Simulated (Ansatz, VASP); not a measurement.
**Two plane-wave programs on TiC**

The input INCAR:

```
SYSTEM = TiC
PREC = Accurate
ENCUT = 600
EDIFF = 1E-6
ISMEAR = -1
SIGMA = 0.05
LREAL = .FALSE.
LASPH = .TRUE.
NELM = 60
ALGO = Normal
ISIF = 3
LWAVE = .FALSE.
LCHARG = .FALSE.
GGA = PS
IVDW = 12
IBRION = 2
NSW = 60
EDIFFG = -0.01
```

Contents of KPOINTS:

```
regular mesh
0
G
  11 11 11
  0 0 0
```

File POSCAR:

```
TiC
1.0
    0.0000000000      2.1657188437      2.1657188437
    2.1657188437      0.0000000000      2.1657188437
    2.1657188437      2.1657188437      0.0000000000
Ti C
1 1
Direct
    0.0000000000      0.0000000000      0.0000000000
    0.5000000000      0.5000000000      0.5000000000
```

input.yaml

```yaml
crystal:
  lattice:
    - [0.0, 2.1657188437, 2.1657188437]
    - [2.1657188437, 0.0, 2.1657188437]
    - [2.1657188437, 2.1657188437, 0.0]
  atoms:
    - { symbol: Ti, position: [0.0, 0.0, 0.0] }
    - { symbol: C, position: [0.5, 0.5, 0.5] }
hamiltonian:
  xc: pbesol
  pseudopotentials: { kind: paw }
  dispersion: d3bj
kpoints:
  mp_grid: { grid: [11, 11, 11] }
scf:
  occupations: { method: fermi_dirac, width: 0.05 }
output:
  forces: true
  stress: true
  write_density: true
  write_potential: true
  elf: true
  volumetric_format: npy
relax:
  f_tol: 0.01
  max_steps: 40
  cell: { stress_tol: 0.05 }
```

Alike in both runs: task relaxation of cell and atoms; functional PBEsol; dispersion D3(BJ); k mesh 11 × 11 × 11; occupations fermi-dirac, width 0.05 eV; no spin polarisation.

|  | VASP | Ansatz |
| --- | --- | --- |
| version | VASP 6.6.1 | Ansatz 0.2.0 |
| potentials or method | VASP PAW PBE potentials, release 64 (Ti_sv, C) | Ansatz PAW |
| plane-wave cutoff (eV) | 600 | 420 |
| valence electrons in the cell | 16 | 16 |

Ansatz gave:

| Property | Result |
| --- | --- |
| gap on the k mesh at the Fermi level, each at its own relaxed structure (eV) | none |
| relaxed volume (Å³/atom) | 9.64 |
| relaxed cell length with the largest relative difference (Å) | 3.010 |

Problem. What did VASP give for the same quantities?

Solution. gap on the k mesh at the Fermi level, each at its own relaxed structure (eV): none; relaxed volume (Å³/atom): 9.65; relaxed cell length with the largest relative difference (Å): 3.011.

VASP's potentials were made for PBE, not for PBEsol. A gap of «none» marks a metal or a gap that the smearing closes.

Noted on Ansatz's run: the plane-wave basis is chosen anew once the cell has moved, so the energies of steps on either side of that aren't comparable.
